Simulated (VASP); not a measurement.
Set up this calculation in VASP 6.6.1, as the native input.

```
Task                   : single point
Functional             : LDA
Potentials or basis    : VASP PAW LDA potentials, release 64 (Ni)
Cutoff                 : 520 eV
k mesh                 : 14 × 14 × 4
Occupations            : fermi-dirac, width 0.05 eV
Spin                   : collinear spin, antiferromagnetic start
Starting moments       : [0.8, 0.8, -0.8, -0.8] μB
Dipole correction      : no
Further INCAR settings : ALGO = Normal; EDIFF = 1e-06; NBANDS = 32
```

The structure of Ni lies in POSCAR:

```
Ni
1.0
    2.4182791200      0.0000000000      0.0000000000
   -1.2091395600      2.0942911514      0.0000000000
    0.0000000000      0.0000000000      7.9286053812
Ni
4
Direct
    0.0000000000      0.0000000000      1.0000000000
    0.0000000000      0.0000000000      0.5000000000
    0.3333333333      0.6666666667      0.2500000000
    0.6666666667      0.3333333333      0.7500000000
```

This isn't the form of Ni at room conditions, which is fcc.

The input as run:

INCAR

```
PREC = Accurate
ENCUT = 520
EDIFF = 1E-6
ISMEAR = -1
SIGMA = 0.05
LREAL = False
LASPH = True
NELM = 150
ALGO = Normal
ISIF = 2
LWAVE = False
LCHARG = True
ISPIN = 2
MAGMOM = 0.8 0.8 -0.8 -0.8
LORBIT = 11
LMAXMIX = 4
GGA = CA
LELF = True
LVHAR = True
NBANDS = 32
```

KPOINTS

```
Automatic mesh
0
Gamma
  14 14 4
```

Potentials or basis: VASP PAW LDA potentials, release 64 (Ni).

Launch:

```sh
$ cat potpaw_LDA.64/Ni/POTCAR > POTCAR
$ mpirun -np 1 vasp_std > vasp.out
```

It gave:

```
Pressure                                              : -0.9 GPa
Band gap on the k mesh                                : zero (filled and empty bands overlap)
Net moment                                            : 0.00 μB per cell
Valence electrons inside the program's atomic spheres : Ni 9.48, 9.47 (each value once)
```

Caveat: the moments typed at the start vanished in this run.

It took 4.2 min on 1 thread of Intel(R) Xeon(R) Platinum 8488C (Sapphire Rapids), on a shared host, peak memory 0.23 GiB.
